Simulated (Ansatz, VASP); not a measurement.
One calculation of Mo, two programs

File INCAR:

```
PREC = Accurate
ENCUT = 520
EDIFF = 1E-6
ISMEAR = -1
SIGMA = 0.1
LREAL = False
LASPH = True
NELM = 60
ALGO = Normal
ISIF = 2
LWAVE = False
LCHARG = False
GGA = CA
NBANDS = 13
```

File KPOINTS:

```
Automatic mesh
0
Gamma
  8 8 7
```

The input POSCAR:

```
Mo
1.0
    2.7355100000      0.0000000000      0.0000000000
   -1.3677600000      2.3690200000      0.0000000000
    0.0000000000      0.0000000000      2.5551800000
Mo
1
Direct
    0.0000000000      0.0000000000      0.5000000000
```

Input for Ansatz:

```yaml
crystal:
  lattice:
    - [2.73551, 0.0, 0.0]
    - [-1.36776, 2.36902, 0.0]
    - [0.0, 0.0, 2.55518]
  atoms:
    - { symbol: Mo, position: [0.0, 0.0, 0.5] }
kpoints:
  mp_grid:
    grid: [8, 8, 7]
    shift: [0.0, 0.0, 0.0]
hamiltonian:
  xc: lda
  pseudopotentials:
    kind: paw
scf:
  max_iter: 150
  occupations:
    method: fermi_dirac
    width: 0.1
output:
  forces: true
  stress: true
  eigenvalues: true
```

Alike in both runs: task single point; functional LDA; k mesh 8 × 8 × 7; occupations fermi-dirac, width 0.1 eV; no spin polarisation.

```csv
,VASP,Ansatz
version,VASP 6.6.1,Ansatz 0.2.0
potentials or method,"VASP PAW LDA potentials, release 64 (Mo_sv)","plane waves, PAW"
plane-wave cutoff (eV),520,420
valence electrons in the cell,14,14
```

Ansatz gave:

* gap on the k mesh at the Fermi level (eV): none
* pressure (GPa): -8.8
* traceless stress, the component that is largest in VASP (GPa): -8.68

Task: Which values does VASP return?

Result: gap on the k mesh at the Fermi level (eV): none; pressure (GPa): -7.9; traceless stress, the component that is largest in VASP (GPa): -8.63.

LDA's correlation is that of Perdew and Zunger in VASP and of Perdew and Wang (1992) in Ansatz. A gap of «none» marks a metal or a gap that the smearing closes.
